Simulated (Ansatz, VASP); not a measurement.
## Two plane-wave programs on Sc2Ru

```
Sc Ru
1.0
     0.00000    2.93365    2.93365
     2.93365    0.00000    2.93365
     2.93365    2.93365    0.00000
Sc Ru
2 1
Direct
  0.25000 0.25000 0.25000
  0.75000 0.75000 0.75000
  0.00000 0.00000 0.00000
```

Alike in both runs: task relaxation of cell and atoms; functional PBE; k mesh 6 × 6 × 6; occupations gaussian, width 0.1 eV; no spin polarisation.

```csv
,VASP,Ansatz
version,VASP 6.6.1,Ansatz 0.2.0
potentials or method,"VASP PAW PBE potentials, release 64 (Sc_sv, Ru_pv), cutoff 600 eV","scalar-relativistic, plane waves, PAW"
valence electrons in the cell,36,38
```

VASP gave:

- gap on the k mesh at the Fermi level, each at its own relaxed structure (eV): none
- relaxed volume (Å³/atom): 21.39
- relaxed cell length with the largest relative difference (Å): 4.494

Task: Which values does Ansatz return?

Result: gap on the k mesh at the Fermi level, each at its own relaxed structure (eV): none; relaxed volume (Å³/atom): 21.31; relaxed cell length with the largest relative difference (Å): 4.488.

A gap of «none» marks a metal or a gap that the smearing closes. VASP's potentials hold 36 valence electrons a cell and Ansatz's 38, so a difference there can come from the potentials and not from the codes.

Noted on VASP's run: the volume moved by over 15 % at a fixed basis, so the end points are rough.
